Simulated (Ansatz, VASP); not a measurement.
**One calculation of SiW2, two programs**

File INCAR:

```
ALGO     = Normal         # electronic algorithm
EDIFF    = 1E-7           # SCF threshold, eV
EDIFFG   = -0.04          # ionic threshold
ENCUT    = 600            # plane-wave cutoff, eV
GGA      = PE             # functional
IBRION   = 2              # ionic algorithm
ISIF     = 3              # what is computed and relaxed
ISMEAR   = 0              # smearing method
LASPH    = True           # aspherical terms in the spheres
LCHARG   = False          # write CHGCAR
LREAL    = False          # projectors in reciprocal space
LWAVE    = False          # write WAVECAR
NELM     = 100            # most SCF steps
NSW      = 90             # ionic steps
PREC     = Accurate       # precision mode
SIGMA    = 0.1            # smearing width, eV
```

Contents of KPOINTS:

```
k-points
0
Gamma
  6 6 6
```

POSCAR

```
SiW2
1.0
    4.1237857800      0.0000000000      0.0000000000
   -2.0618928900      3.5713032400      0.0000000000
    0.0000000000      0.0000000000      3.6929041500
Si W
1 2
Direct
    0.0000000000      0.0000000000      0.0000000000
    0.3333333300      0.6666666700      0.5000000000
    0.6666666700      0.3333333300      0.5000000000
```

Input for Ansatz:

```yaml
crystal:
  lattice:
    - [4.12378578, 0.0, 0.0]
    - [-2.06189289, 3.57130324, 0.0]
    - [0.0, 0.0, 3.69290415]
  atoms:
    - { symbol: Si, position: [0.0, 0.0, 0.0] }
    - { symbol: W, position: [0.33333333, 0.66666667, 0.5] }
    - { symbol: W, position: [0.66666667, 0.33333333, 0.5] }
basis:
  ecutwfc: 420
kpoints:
  mp_grid: { grid: [6, 6, 6] }
hamiltonian:
  xc: pbe
scf:
  occupations: { method: gaussian, width: 0.1 }
  lower_state_search: "off"
output:
  forces: true
  stress: true
  eigenvalues: true
relax:
  adjacent_minimum: "off"
  f_tol: 0.04
  max_steps: 70
  cell: { stress_tol: 0.4 }
```

Change from the starting cell: species swapped into the LaCu2 type (P6/mmm, No. 191).

Alike in both runs: task relaxation of cell and atoms; functional PBE; k mesh 6 × 6 × 6; occupations gaussian, width 0.1 eV; no spin polarisation.

|  | VASP | Ansatz |
| --- | --- | --- |
| version | VASP 6.6.1 | Ansatz 0.2.0 |
| potentials or method | VASP PAW PBE potentials, release 64 (Si, W_sv), cutoff 600 eV | scalar-relativistic, plane waves, PAW |
| valence electrons in the cell | 32 | 32 |

```tsv
	VASP	Ansatz	Ansatz less VASP
gap on the k mesh at the Fermi level, each at its own relaxed structure (eV)	none	none	-
relaxed volume (Å³/atom)	15.77	15.75	-0.026
relaxed cell length with the largest relative difference (Å)	2.631	2.626	-0.0050
```

A gap of «none» marks a metal or a gap that the smearing closes.

Neither program's run includes spin-orbit coupling.
